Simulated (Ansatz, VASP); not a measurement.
**Ti: VASP beside Ansatz**

INCAR

```
PREC = Accurate
ENCUT = 520
EDIFF = 1E-6
ISMEAR = 0
SIGMA = 0.15
LREAL = F
LASPH = T
NELM = 100
ALGO = Fast
ISIF = 2
LWAVE = F
LCHARG = F
GGA = PS
NBANDS = 12
```

KPOINTS

```
regular mesh
0
Gamma
  26 26 26
```

File POSCAR:

```
Ti
1.0
    0.0000000000      1.9265250939      2.1293172091
    1.9265250939      0.0000000000      2.1293172091
    1.9265250939      1.9265250939      0.0000000000
Ti
1
Direct
    0.0000000000      0.0000000000      0.0000000000
```

Input for Ansatz:

```yaml
crystal:
  lattice:
    - [0.0, 1.9265250939, 2.1293172091]
    - [1.9265250939, 0.0, 2.1293172091]
    - [1.9265250939, 1.9265250939, 0.0]
  atoms:
    - { symbol: Ti, position: [0.0, 0.0, 0.0] }
basis:
  ecutwfc: 420
kpoints:
  mp_grid: { grid: [26, 26, 26] }
hamiltonian:
  xc: pbesol
scf:
  occupations: { method: gaussian, width: 0.15 }
output:
  forces: true
  stress: true
  eigenvalues: true
```

Change from the starting cell: strain -0.050 along x and y, +0.050 along z, atoms carried along.

Alike in both runs: task single point; functional PBEsol; k mesh 26 × 26 × 26; occupations gaussian, width 0.15 eV; no spin polarisation.

|  | VASP | Ansatz |
| --- | --- | --- |
| version | VASP 6.6.1 | Ansatz 0.2.0 |
| potentials or method | VASP PAW PBE potentials, release 64 (Ti_sv), cutoff 520 eV | scalar-relativistic, plane waves, PAW |
| valence electrons in the cell | 12 | 12 |

```tsv
	VASP	Ansatz	Ansatz less VASP
gap on the k mesh at the Fermi level (eV)	none	none	-
pressure (GPa)	6.2	6.6	+0.40
traceless stress, the component that is largest in VASP (GPa)	-1.81	-1.77	+0.038
```

VASP's potentials were made for PBE, not for PBEsol. A gap of «none» marks a metal or a gap that the smearing closes.
